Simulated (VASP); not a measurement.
The system is CdInI3.

```
CELL_PARAMETERS angstrom
5.60891 0.00000 0.00000
0.00000 5.60891 0.00000
0.00000 0.00000 5.60891
ATOMIC_POSITIONS crystal
Cd 0.50000 0.50000 0.50000
In 0.00000 0.00000 0.00000
I 0.50000 0.00000 0.00000
I 0.00000 0.50000 0.00000
I 0.00000 0.00000 0.50000
```

| Item | Value |
| --- | --- |
| Program | VASP 6.6.1 |
| Task | relaxation of cell and atoms |
| Functional | PBE |
| Potentials or basis | VASP PAW PBE potentials, release 64 (Cd, In_d, I) |
| Cutoff | 600 eV |
| k mesh | 4 × 4 × 4 |
| Occupations | gaussian, width 0.1 eV |
| Spin | no spin polarisation |

At the start: pressure 5.4 GPa; volume 35.29 Å³/atom.

Problem. How do energy, volume and symmetry change on relaxing?

Solution. Over 3 steps the energy falls by 101.1 meV/atom and the volume is 42.54 Å³/atom (+20.5 %); space group Pm-3m (No. 221, to 0.05 Å).

The path:
```
step  energy change (eV)  largest force (eV/Å)  pressure (GPa)  volume (Å³)
   1              0.0000                0.0000            5.43       176.46
   2             -0.5023                0.0000            0.31       208.78
   3             -0.5056                0.0000           -0.04       212.68
```

Final structure:
```cif
data_structure
_symmetry_space_group_name_H-M 'P 1'
_symmetry_Int_Tables_number 1
_cell_length_a 5.9691
_cell_length_b 5.9691
_cell_length_c 5.9691
_cell_angle_alpha 90.000
_cell_angle_beta 90.000
_cell_angle_gamma 90.000
_cell_volume 212.68
loop_
_atom_site_label
_atom_site_type_symbol
_atom_site_fract_x
_atom_site_fract_y
_atom_site_fract_z
_atom_site_occupancy
Cd1 Cd 0.50000 0.50000 0.50000 1
In1 In 0.00000 0.00000 0.00000 1
I1 I 0.50000 0.00000 0.00000 1
I2 I 0.00000 0.50000 0.00000 1
I3 I 0.00000 0.00000 0.50000 1
```

Caveat: the volume moved by over 15 % at a fixed basis, so the end points are rough.
